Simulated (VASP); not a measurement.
# Pd (Im-3m) in VASP: notebook

Pd is run at these levels: PBE; tasks: single point.

Everything below comes from runs of VASP 6.6.1. Logs are shortened: lines on timing, memory, paths and dates and some standing lists are left out, and cuts for length are marked.

**1. The cell of the first run**

It takes space group Im-3m (No. 229, cubic). Conventional cell: a = 3.042 Å, b = 3.042 Å, c = 3.042 Å, α = 90.00°, β = 90.00°, γ = 90.00°. Within 3.5 Å of Pd (site symmetry m-3m) lie 14 Pd at 2.63 to 3.04 Å.

**2. Single point, PBE, collinear spin, zero start**

INCAR reads:

```
SYSTEM = Pd
PREC = Accurate ; ENCUT = 500
EDIFF = 1E-6 ; ISMEAR = -1
SIGMA = 0.1 ; LREAL = .FALSE.
LASPH = .TRUE. ; NELM = 200
ALGO = Normal ; ISIF = 2
LWAVE = .FALSE. ; LCHARG = .TRUE.
ISPIN = 2 ; MAGMOM = 0
LORBIT = 11 ; LMAXMIX = 4
GGA = PE ; LELF = .TRUE.
LVHAR = .TRUE. ; NBANDS = 15
GGA_COMPAT = .FALSE.
```

KPOINTS reads:

```
Automatic mesh
0
G
  8 8 8
  0 0 0
```

POSCAR reads:

```
Pd
1.0
   -1.5210370000      1.5210370000      1.5210370000
    1.5210370000     -1.5210370000      1.5210370000
    1.5210370000      1.5210370000     -1.5210370000
Pd
1
Direct
    0.0000000000      0.0000000000      0.0000000000
```

Potentials or basis: VASP PAW PBE potentials, release 64 (Pd).

Started as:

```sh
$ cat potpaw_PBE.64/Pd/POTCAR > POTCAR
$ mpirun -np 1 vasp_std > vasp.out
```

OUTCAR:

```text
SYSTEM = Pd
   PREC = Accurate
   ENCUT = 500
   EDIFF = 1E-6
   ISMEAR = -1
   LREAL = .FALSE.
   LASPH = .TRUE.
   NELM = 200
   ISIF = 2
   ISPIN = 2
   LORBIT = 11
   GGA = PE

 ion  position               nearest neighbor table
   1  0.000  0.000  0.000-

  LATTYP: Found a body centered cubic cell.
 ALAT       =     3.0420740000

  Lattice vectors:

 A1 = (  -1.5210370000,   1.5210370000,   1.5210370000)
 A2 = (   1.5210370000,  -1.5210370000,   1.5210370000)
 A3 = (   1.5210370000,   1.5210370000,  -1.5210370000)

Analysis of symmetry for initial positions (statically):
=====================================================================
 Subroutine PRICEL returns:
 Original cell was already a primitive cell.

 Routine SETGRP: Setting up the symmetry group for a
 body centered cubic supercell.

 Subroutine GETGRP returns: Found 48 space group operations
 (whereof 48 operations were pure point group operations)
 out of a pool of 48 trial point group operations.

The static configuration has the point symmetry O_h .

Analysis of symmetry for dynamics (positions and initial velocities):
=====================================================================
 Subroutine PRICEL returns:
 Original cell was already a primitive cell.

 Routine SETGRP: Setting up the symmetry group for a
 body centered cubic supercell.

 Subroutine GETGRP returns: Found 48 space group operations
 (whereof 48 operations were pure point group operations)
 out of a pool of 48 trial point group operations.

The dynamic configuration has the point symmetry O_h .

Analysis of structural, dynamic, and magnetic symmetry:
=====================================================================
 Subroutine PRICEL returns:
 Original cell was already a primitive cell.

 Routine SETGRP: Setting up the symmetry group for a
 body centered cubic supercell.

 Subroutine GETGRP returns: Found 48 space group operations
 (whereof 48 operations were pure point group operations)
 out of a pool of 48 trial point group operations.

The overall configuration has the point symmetry O_h .

 Subroutine INISYM returns: Found 48 space group operations
 (whereof 48 operations are pure point group operations),
 and found     1 'primitive' translations

----------------------------------------------------------------------------------------

                                     Primitive cell

  volume of cell :      14.0760

  direct lattice vectors                    reciprocal lattice vectors
    -1.521037000  1.521037000  1.521037000     0.000000000  0.328723101  0.328723101
[... 119 lines left out ...]
   NGX =  9   NGY =  9   NGZ =  9

 number of electron      10.0000000 magnetization       0.0000000

 number of electron       9.9999996 magnetization      -0.0000083

 number of electron       9.9999996 magnetization       0.0000004

 Free energy of the ion-electron system (eV)
  ---------------------------------------------------
  ext. energy  EPLUGINS =         0.00000000
  ---------------------------------------------------
  free energy    TOTEN  =        -5.09749748 eV

  energy without entropy =       -5.05550408  energy(sigma->0) =       -5.07650078

 E-fermi :  10.5756     XC(G=0): -13.4734

 val. band max:       10.5576950363   @ k =  -0.3750   0.5000   0.1250
 cond. band min:      10.5988624525   @ k =  -0.3750   0.5000   0.2500
 fundamental gap:      0.0411674162
 Fermi energy:        10.5756220270

 spin component 1

 k-point     1 :       0.0000    0.0000    0.0000
  band No.  band energies     occupation
      1       3.0945      1.00000
      2       7.4094      1.00000
      3       7.4094      1.00000
      4       7.4094      1.00000
      5       9.5502      0.99996
      6       9.5502      0.99996
      7      30.0714      0.00000
      8      30.0714      0.00000
      9      30.0714      0.00000
     10      36.7992      0.00000
     11      39.2015      0.00000
     12      39.2015      0.00000
     13      40.9513      0.00000
     14      40.9513      0.00000
[... 403 lines left out ...]
      4       8.7328      1.00000
      5      10.2623      0.95825
      6      13.6616      0.00000
      7      23.0124      0.00000
      8      25.5375      0.00000
      9      27.8999      0.00000
     10      30.3783      0.00000
     11      36.7324      0.00000
     12      39.4877      0.00000
     13      39.9875      0.00000
     14      41.9508      0.00000
     15      44.1076      0.00000

 [... further k-points ...]

 spin component 2

 k-point     1 :       0.0000    0.0000    0.0000
  band No.  band energies     occupation
      1       3.0945      1.00000
      2       7.4094      1.00000
      3       7.4094      1.00000
      4       7.4094      1.00000
      5       9.5502      0.99996
      6       9.5502      0.99996
      7      30.0714      0.00000
      8      30.0714      0.00000
      9      30.0714      0.00000
     10      36.7993      0.00000
     11      39.2015      0.00000
     12      39.2015      0.00000
     13      40.9513      0.00000
     14      40.9513      0.00000
[... 403 lines left out ...]
      4       8.7328      1.00000
      5      10.2623      0.95825
      6      13.6616      0.00000
      7      23.0124      0.00000
      8      25.5375      0.00000
      9      27.8999      0.00000
     10      30.3783      0.00000
     11      36.7324      0.00000
     12      39.4877      0.00000
     13      39.9875      0.00000
     14      41.9508      0.00000
     15      44.1076      0.00000

 [... further k-points ...]
[... 5 lines left out ...]
  --------------------------------------------------------------------------------------
  -------------------------------------------------------------------------------------
  Total        1.7521927      1.7521927      1.7521927     -0.0000000      0.0000000     -0.0000000
  in kB      199.4403913    199.4403913    199.4403913     -0.0000000      0.0000000     -0.0000000
  external PRESSURE =     199.4403913 kB  Pullay stress =       0.0000000 kB

 VOLUME and BASIS-vectors are now :
 -----------------------------------------------------------------------------
  energy-cutoff  :      500.00
  volume of cell :       14.08
      direct lattice vectors                 reciprocal lattice vectors
    -1.521037000  1.521037000  1.521037000     0.000000000  0.328723101  0.328723101
     1.521037000 -1.521037000  1.521037000     0.328723101  0.000000000  0.328723101
     1.521037000  1.521037000 -1.521037000     0.328723101  0.328723101  0.000000000

 POSITION                                       TOTAL-FORCE (eV/Angst)
 -----------------------------------------------------------------------------------
      0.00000      0.00000      0.00000         0.000000      0.000000     -0.000000
 -----------------------------------------------------------------------------------
    total drift:                                0.000000     -0.000000      0.000000

  FREE ENERGIE OF THE ION-ELECTRON SYSTEM (eV)
  ---------------------------------------------------
  free  energy   TOTEN  =        -5.0974974779 eV

  energy  without entropy=       -5.0555040791  energy(sigma->0) =       -5.07650078

 total charge

# of ion       s       p       d       tot
------------------------------------------
    1        0.512   0.518   8.527   9.557

 magnetization (x)

# of ion       s       p       d       tot
------------------------------------------
    1        0.000   0.000  -0.000  -0.000
```

OSZICAR:

```text
N       E                     dE             d eps       ncg     rms          rms(c)
DAV:   1     0.469988442807E+02    0.46999E+02   -0.46208E+03  1748   0.602E+02
DAV:   2    -0.459523088535E+01   -0.51594E+02   -0.49481E+02  2223   0.161E+02
DAV:   3    -0.536030495444E+01   -0.76507E+00   -0.76378E+00  2342   0.194E+01
DAV:   4    -0.536217457452E+01   -0.18696E-02   -0.18695E-02  2055   0.102E+00
DAV:   5    -0.536218517937E+01   -0.10605E-04   -0.10604E-04  2272   0.685E-02    0.889E+00
DAV:   6    -0.511904391320E+01    0.24314E+00   -0.75014E-01  2489   0.563E+00    0.447E+00
DAV:   7    -0.510182542337E+01    0.17218E-01   -0.23425E-02  2447   0.920E-01    0.212E+00
DAV:   8    -0.509751492366E+01    0.43105E-02   -0.14515E-03  2370   0.277E-01    0.127E-01
DAV:   9    -0.509749331675E+01    0.21607E-04   -0.45465E-05  2154   0.490E-02    0.334E-02
DAV:  10    -0.509749758493E+01   -0.42682E-05   -0.32112E-06  2314   0.136E-02    0.331E-03
DAV:  11    -0.509749747789E+01    0.10704E-06   -0.39824E-08  1557   0.154E-03
   1 F= -.50974975E+01 E0= -.50765008E+01  d E =-.419934E-01  mag=    -0.0000
```

It took 9.5 s on 1 thread of AMD EPYC 7R13 (Zen 3), shared host; peak memory 0.1 GiB.

What came out:

```yaml
Free_energy: -5.0975 eV
Pressure: 19.9 GPa
Band_gap_on_the_k_mesh: zero (filled and empty bands overlap)
Net_moment: 0.00 μB per cell
Valence_electrons_inside_the_program's_atomic_spheres: Pd 9.56
```

Caveat: the k points lie up to 0.37 Å⁻¹ apart.

**3. Single point, PBE, collinear spin, zero start**

INCAR reads:

```
PREC = Accurate
ENCUT = 500
EDIFF = 1E-6
ISMEAR = -1
SIGMA = 0.1
LREAL = False
LASPH = True
NELM = 200
ALGO = Normal
ISIF = 2
LWAVE = False
LCHARG = True
ISPIN = 2
MAGMOM = 0
LORBIT = 11
LMAXMIX = 4
GGA = PE
LELF = True
LVHAR = True
NBANDS = 15
GGA_COMPAT = False
```

KPOINTS reads:

```
regular mesh
0
Gamma
  8 8 8
```

POSCAR is that of step 2.

Potentials or basis: VASP PAW PBE potentials, release 64 (Pd).

Started as:

```sh
$ cat potpaw_PBE.64/Pd/POTCAR > POTCAR
$ mpirun -np 1 vasp_std > vasp.out
```

OUTCAR:

```text
PREC = Accurate
   ENCUT = 500
   EDIFF = 1E-6
   ISMEAR = -1
   LREAL = False
   LASPH = True
   NELM = 200
   ISIF = 2
   ISPIN = 2
   LORBIT = 11
   GGA = PE

 ion  position               nearest neighbor table
   1  0.000  0.000  0.000-

  LATTYP: Found a body centered cubic cell.
 ALAT       =     3.0420740000

  Lattice vectors:

 A1 = (  -1.5210370000,   1.5210370000,   1.5210370000)
 A2 = (   1.5210370000,  -1.5210370000,   1.5210370000)
 A3 = (   1.5210370000,   1.5210370000,  -1.5210370000)

Analysis of symmetry for initial positions (statically):
=====================================================================
 Subroutine PRICEL returns:
 Original cell was already a primitive cell.

 Routine SETGRP: Setting up the symmetry group for a
 body centered cubic supercell.

 Subroutine GETGRP returns: Found 48 space group operations
 (whereof 48 operations were pure point group operations)
 out of a pool of 48 trial point group operations.

The static configuration has the point symmetry O_h .

Analysis of symmetry for dynamics (positions and initial velocities):
[... 622 lines left out ...]
      2       7.4094      1.00000
      3       7.4094      1.00000
      4       7.4094      1.00000
      5       9.5502      0.99996
      6       9.5502      0.99996
      7      30.0714      0.00000
      8      30.0714      0.00000
      9      30.0714      0.00000
     10      36.7993      0.00000
     11      39.2015      0.00000
     12      39.2015      0.00000
     13      40.9513      0.00000
     14      40.9513      0.00000
[... 403 lines left out ...]
      4       8.7328      1.00000
      5      10.2623      0.95825
      6      13.6616      0.00000
      7      23.0124      0.00000
      8      25.5375      0.00000
      9      27.8999      0.00000
     10      30.3783      0.00000
     11      36.7324      0.00000
     12      39.4877      0.00000
     13      39.9875      0.00000
     14      41.9508      0.00000
     15      44.1076      0.00000

 [... further k-points ...]
[... 5 lines left out ...]
  --------------------------------------------------------------------------------------
  -------------------------------------------------------------------------------------
  Total        1.7521927      1.7521927      1.7521927     -0.0000000      0.0000000     -0.0000000
  in kB      199.4403913    199.4403913    199.4403913     -0.0000000      0.0000000     -0.0000000
  external PRESSURE =     199.4403913 kB  Pullay stress =       0.0000000 kB

 VOLUME and BASIS-vectors are now :
 -----------------------------------------------------------------------------
  energy-cutoff  :      500.00
  volume of cell :       14.08
      direct lattice vectors                 reciprocal lattice vectors
    -1.521037000  1.521037000  1.521037000     0.000000000  0.328723101  0.328723101
     1.521037000 -1.521037000  1.521037000     0.328723101  0.000000000  0.328723101
     1.521037000  1.521037000 -1.521037000     0.328723101  0.328723101  0.000000000

 POSITION                                       TOTAL-FORCE (eV/Angst)
 -----------------------------------------------------------------------------------
      0.00000      0.00000      0.00000         0.000000      0.000000     -0.000000
 -----------------------------------------------------------------------------------
    total drift:                                0.000000     -0.000000      0.000000

  FREE ENERGIE OF THE ION-ELECTRON SYSTEM (eV)
  ---------------------------------------------------
  free  energy   TOTEN  =        -5.0974974779 eV

  energy  without entropy=       -5.0555040791  energy(sigma->0) =       -5.07650078

 total charge

# of ion       s       p       d       tot
------------------------------------------
    1        0.512   0.518   8.527   9.557

 magnetization (x)

# of ion       s       p       d       tot
------------------------------------------
    1        0.000   0.000  -0.000  -0.000
```

OSZICAR:

```text
N       E                     dE             d eps       ncg     rms          rms(c)
DAV:   1     0.469988442807E+02    0.46999E+02   -0.46208E+03  1748   0.602E+02
DAV:   2    -0.459523088535E+01   -0.51594E+02   -0.49481E+02  2223   0.161E+02
DAV:   3    -0.536030495444E+01   -0.76507E+00   -0.76378E+00  2342   0.194E+01
DAV:   4    -0.536217457452E+01   -0.18696E-02   -0.18695E-02  2055   0.102E+00
DAV:   5    -0.536218517937E+01   -0.10605E-04   -0.10604E-04  2272   0.685E-02    0.889E+00
DAV:   6    -0.511904391320E+01    0.24314E+00   -0.75014E-01  2489   0.563E+00    0.447E+00
DAV:   7    -0.510182542337E+01    0.17218E-01   -0.23425E-02  2447   0.920E-01    0.212E+00
DAV:   8    -0.509751492366E+01    0.43105E-02   -0.14515E-03  2370   0.277E-01    0.127E-01
DAV:   9    -0.509749331675E+01    0.21607E-04   -0.45465E-05  2154   0.490E-02    0.334E-02
DAV:  10    -0.509749758493E+01   -0.42682E-05   -0.32112E-06  2314   0.136E-02    0.331E-03
DAV:  11    -0.509749747789E+01    0.10704E-06   -0.39824E-08  1557   0.154E-03
   1 F= -.50974975E+01 E0= -.50765008E+01  d E =-.419934E-01  mag=    -0.0000
```

stdout:

```text
POSCAR found type information on POSCAR Pd
 POSCAR found :  1 types and       1 ions
 scaLAPACK will be used
 LDA part: xc-table for (Slater+PW92), standard interpolation
 POSCAR, INCAR and KPOINTS ok, starting setup
 FFT: planning ... GRIDC
 FFT: planning ... GRID_SOFT
 FFT: planning ... GRID
 WAVECAR not read
 entering main loop
```

Wall time 9 s (1 thread of AMD EPYC 7R13 (Zen 3), shared host); peak memory 0.1 GiB.

What came out:

```
Free energy                                           : -5.0975 eV
Pressure                                              : 19.9 GPa
Band gap on the k mesh                                : zero (filled and empty bands overlap)
Net moment                                            : 0.00 μB per cell
Valence electrons inside the program's atomic spheres : Pd 9.56
```

Levels at points of the mesh, in eV from the Fermi level:
Spin up:
| k point | band 2 | band 3 | band 4 | band 5 | band 6 | band 7 | band 8 | band 9 |
| --- | --- | --- | --- | --- | --- | --- | --- | --- |
| (0.00, 0.00, 0.00) | -3.17 | -3.17 | -3.17 | -1.03 | -1.03 | 19.50 | 19.50 | 19.50 |
| (0.50, 0.00, 0.00) | -4.47 | -1.09 | -0.76 | 0.69 | 1.34 | 8.40 | 15.28 | 18.41 |
| (0.50, 0.50, 0.50) | -5.65 | 0.27 | 0.27 | 0.27 | 9.46 | 9.46 | 9.46 | 18.32 |
Spin down:
```csv
k point,band 2,band 3,band 4,band 5,band 6,band 7,band 8,band 9
"(0.00, 0.00, 0.00)",-3.17,-3.17,-3.17,-1.03,-1.03,19.50,19.50,19.50
"(0.50, 0.00, 0.00)",-4.47,-1.09,-0.76,0.69,1.34,8.40,15.28,18.41
"(0.50, 0.50, 0.50)",-5.65,0.27,0.27,0.27,9.46,9.46,9.46,18.32
```

Caveat: the k points lie up to 0.37 Å⁻¹ apart.
